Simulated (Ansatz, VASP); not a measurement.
**Rh in VASP and in Ansatz**

File INCAR:

```
SYSTEM = Rh
PREC = Accurate
ENCUT = 520
EDIFF = 1E-8
ISMEAR = -1
SIGMA = 0.03
LREAL = .FALSE.
LASPH = .TRUE.
NELM = 100
ALGO = Normal
ISIF = 2
LWAVE = .FALSE.
LCHARG = .FALSE.
GGA = PE
LEFG = .TRUE.
NBANDS = 14
```

File KPOINTS:

```
regular mesh
0
G
  16 16 16
  0 0 0
```

The input POSCAR:

```
Rh
1.0
    0.0000000000      1.9388447625      1.9388447625
    1.9388447625      0.0000000000      1.9388447625
    1.9388447625      1.9388447625      0.0000000000
Rh
1
Direct
    0.0000000000      0.0000000000      0.0000000000
```

Input for Ansatz:

```yaml
crystal:
  lattice:
    - [0.0, 1.9388447625, 1.9388447625]
    - [1.9388447625, 0.0, 1.9388447625]
    - [1.9388447625, 1.9388447625, 0.0]
  atoms:
    - { symbol: Rh, position: [0.0, 0.0, 0.0] }
kpoints:
  mp_grid: { grid: [16, 16, 16] }
scf:
  occupations: { method: fermi_dirac, width: 0.03 }
hamiltonian:
  xc: pbe
  pseudopotentials: { kind: paw }
output:
  forces: true
  stress: true
  eigenvalues: true
  efg: { contact_densities: true }
```

Change from the starting cell: volume scaled by 1.06, PAW files.

Alike in both runs: task electric field gradients; functional PBE; k mesh 16 × 16 × 16; occupations fermi-dirac, width 0.03 eV; no spin polarisation.

|  | VASP | Ansatz |
| --- | --- | --- |
| version | VASP 6.6.1 | Ansatz 0.2.0 |
| potentials or method | VASP PAW PBE potentials, release 64 (Rh_pv) | PAW with Ansatz's default frozen-core files, scalar-relativistic |
| plane-wave cutoff (eV) | 520 | 420 |
| valence electrons in the cell | 15 | 17 |

```tsv
	VASP	Ansatz	Ansatz less VASP
pressure (GPa)	-8.6	-8.6	-0.04
```

VASP's potentials hold 15 valence electrons a cell and Ansatz's 17, so a difference there can come from the potentials and not from the codes.
